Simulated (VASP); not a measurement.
Input of a VASP 6.6.1 run:

File INCAR:

```
ALGO     = Normal         # electronic algorithm
EDIFF    = 1E-6           # SCF threshold, eV
ENCUT    = 520            # plane-wave cutoff, eV
GGA      = PE             # functional
ISIF     = 2              # what is computed and relaxed
ISMEAR   = 0              # smearing method
LASPH    = True           # aspherical terms in the spheres
LCHARG   = False          # write CHGCAR
LREAL    = False          # projectors in reciprocal space
LWAVE    = False          # write WAVECAR
NBANDS   = 16             # bands
NELM     = 100            # most SCF steps
PREC     = Accurate       # precision mode
SIGMA    = 0.05           # smearing width, eV
```

KPOINTS

```
k-points
0
Gamma
  9 9 6
```

Contents of POSCAR:

```
AlN
1.0
    3.3963163242      0.0000000000      0.0000000000
   -1.6981581621      2.9412962160      0.0000000000
    0.0000000000      0.0000000000      4.2922799977
Al N
2 2
Direct
    0.3333333333      0.6666666667      0.7881825525
    0.6666666667      0.3333333333      0.2881825525
    0.3333333333      0.6666666667      0.1764493462
    0.6666666667      0.3333333333      0.6764493462
```

Potentials or basis: VASP PAW PBE potentials, release 64 (Al, N).

Run with:

```bash
$ cat potpaw_PBE.64/Al/POTCAR potpaw_PBE.64/N/POTCAR > POTCAR
$ mpirun -np 1 vasp_std > vasp.out
```

Estimate the band gap on the k mesh.

3.52 eV, indirect (the least direct gap lies 1.5 meV higher).

What does it give for the pressure?

8.4 GPa.

What does it give for the largest force?

5.093 eV/Å.

Stress tensor (GPa, compression positive):
```
-21.36   0.00   0.00
  0.00 -21.36   0.00
  0.00   0.00  67.83
```

Caveat: forces of over 1 eV/Å act on the atoms, so gaps and moduli don't describe the material at rest. PBE gaps usually lie below the measured ones, often by a third to a half.
